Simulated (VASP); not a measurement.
## Ge: single point with HSE06

The system is Ge.

```
CELL_PARAMETERS angstrom
1.39715 -2.60052 0.00000
1.39715 2.60052 0.00000
0.00000 0.00000 2.69823
ATOMIC_POSITIONS crystal
Ge 0.50000 0.50000 0.00000
```

```json
{
  "Program": "VASP 6.6.1",
  "Task": "single point",
  "Functional": "HSE06",
  "Potentials or basis": "VASP PAW PBE potentials, release 64 (Ge_d)",
  "Cutoff": "520 eV",
  "k mesh": "6 × 6 × 5",
  "Occupations": "fermi-dirac, width 0.05 eV",
  "Spin": "no spin polarisation",
  "Dipole correction": "no",
  "Grid for exact exchange (PRECFOCK)": "Normal",
  "Further INCAR settings": "ALGO = Normal; EDIFF = 1e-06; NBANDS = 13",
  "Share of exact exchange": "0.25",
  "Screening parameter": "0.2079 1/Å"
}
```

- Pressure: -0.6 GPa
- Band gap on the k mesh: zero (bands 7 and 8 overlap by 11.09 eV)

Stress tensor (GPa, compression positive):
```
 3.37  0.00  0.00
 0.00 -9.59  0.00
 0.00  0.00  4.37
```

Levels at points of the mesh, in eV from the Fermi level:
| k point | band 3 | band 4 | band 5 | band 6 | band 7 | band 8 | band 9 | band 10 | band 11 | band 12 |
| --- | --- | --- | --- | --- | --- | --- | --- | --- | --- | --- |
| (0.00, 0.00, 0.00) | -28.11 | -28.00 | -27.97 | -14.53 | 7.42 | 8.00 | 9.59 | 10.78 | 13.25 | 15.79 |
| (0.50, 0.00, 0.00) | -28.03 | -28.02 | -28.00 | -8.79 | -6.10 | 3.97 | 7.96 | 11.58 | 17.30 | 17.50 |
| (0.50, 0.50, 0.00) | -28.04 | -28.03 | -27.98 | -9.74 | -6.31 | 5.86 | 9.71 | 10.88 | 16.71 | 16.98 |

Run time: 20 min on 1 thread of AMD EPYC 7R13 Processor (Zen 3), with other jobs on the host, peak memory 0.21 GiB.

Caveat: the k points lie up to 0.47 Å⁻¹ apart, too coarse for converged energies and pressures of a metal; the PAW data sets were made with another functional, which shifts forces and pressure a little.
